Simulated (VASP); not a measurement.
Wanted: the native input for a VASP 6.6.1 run.

* Task: single point
* Functional: LDA
* Potentials or basis: VASP PAW LDA potentials, release 64 (Zr_sv)
* Cutoff: 520 eV
* k mesh: 14 × 14 × 14
* Occupations: fermi-dirac, width 0.05 eV
* Spin: no spin polarisation
* Dipole correction: no
* Further INCAR settings: ALGO = Normal; EDIFF = 1e-06; NBANDS = 12

The structure of Zr lies in POSCAR:

```
Zr
1.0
    2.6726390304      0.0000000000      0.0000000000
    0.0000000000      2.6726390304      0.0000000000
    0.0000000000      0.0000000000      2.6726390304
Zr
1
Direct
    0.0000000000      0.0000000000      0.0000000000
```

One way to write it, as run:

INCAR

```
PREC = Accurate
ENCUT = 520
EDIFF = 1E-6
ISMEAR = -1
SIGMA = 0.05
LREAL = F
LASPH = T
NELM = 60
ALGO = Normal
ISIF = 2
LWAVE = F
LCHARG = F
NBANDS = 12
```

KPOINTS

```
regular mesh
0
Gamma
  14 14 14
```

Potentials or basis: VASP PAW LDA potentials, release 64 (Zr_sv).

The run is started by

```console
$ cat potpaw_LDA.64/Zr_sv/POTCAR > POTCAR
$ mpirun -np 1 vasp_std > vasp.out
```

It gave:

```yaml
Pressure: 20.3 GPa
Band_gap_on_the_k_mesh: zero (band 6 reaches 12.01 eV, above the bottom of band 7 at 8.37 eV)
```

Wall time 6.2 s on 1 thread of Intel(R) Xeon(R) 6975P-C (Granite Rapids) (shared host), peak memory 0.13 GiB.
